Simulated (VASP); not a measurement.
A run of VASP 6.6.1:

Contents of INCAR:

```
PREC     = Accurate       # precision mode
ENCUT    = 520            # plane-wave cutoff, eV
EDIFF    = 1E-6           # SCF threshold, eV
ISMEAR   = -1             # smearing method
SIGMA    = 0.05           # smearing width, eV
LREAL    = F              # projectors in reciprocal space
LASPH    = T              # aspherical terms in the spheres
NELM     = 100            # most SCF steps
ALGO     = Normal         # electronic algorithm
ISIF     = 2              # what is computed and relaxed
LWAVE    = F              # write WAVECAR
LCHARG   = F              # write CHGCAR
GGA      = PS             # functional
NBANDS   = 16             # bands
```

File KPOINTS:

```
Automatic mesh
0
Gamma
  7 7 7
```

File POSCAR:

```
CdTe
1.0
    0.0000000000      3.2447789317      3.2447789317
    3.2447789317      0.0000000000      3.2447789317
    3.2447789317      3.2447789317      0.0000000000
Te Cd
1 1
Direct
    0.7500000000      0.7500000000      0.7500000000
    0.0000000000      0.0000000000      0.0000000000
```

Potentials or basis: VASP PAW PBE potentials, release 64 (Te, Cd).

The run is started by

```console
$ cat potpaw_PBE.64/Te/POTCAR potpaw_PBE.64/Cd/POTCAR > POTCAR
$ mpirun -np 1 vasp_std > vasp.out
```

Hardware: 1 thread of Intel Xeon 8259CL, on a shared host.

**Question.** How long does it take, and how much memory?

**Answer.** Run time: 20 s on 1 thread of Intel Xeon 8259CL, on a shared host, peak memory 0.21 GiB. Counts: scf iterations 13, k points 20.
